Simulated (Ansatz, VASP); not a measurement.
## One calculation of Sb, two programs

```
Sb
1.0
     3.08334    0.00000    0.00000
     0.00000    3.08334    0.00000
     0.00000    0.00000    3.08334
Sb
1
Cartesian
  0.0000 0.0000 0.0000
```

Alike in both runs: task electric field gradients; functional PBEsol; k mesh 12 × 12 × 12; occupations fermi-dirac, width 0.05 eV; no spin polarisation.

|  | VASP | Ansatz |
| --- | --- | --- |
| version | VASP 6.6.1 | Ansatz 0.2.0 |
| potentials or method | VASP PAW PBE potentials, release 64 (Sb), cutoff 520 eV | all-electron PAW with datasets made for the crystal, scalar-relativistic |

```csv
,VASP,Ansatz,Ansatz less VASP
pressure (GPa),-1.1,-1.2,-0.08
```

VASP's potentials were made for PBE, not for PBEsol. Ansatz ran all-electron here, and VASP with PAW potentials.

Neither program's run includes spin-orbit coupling.
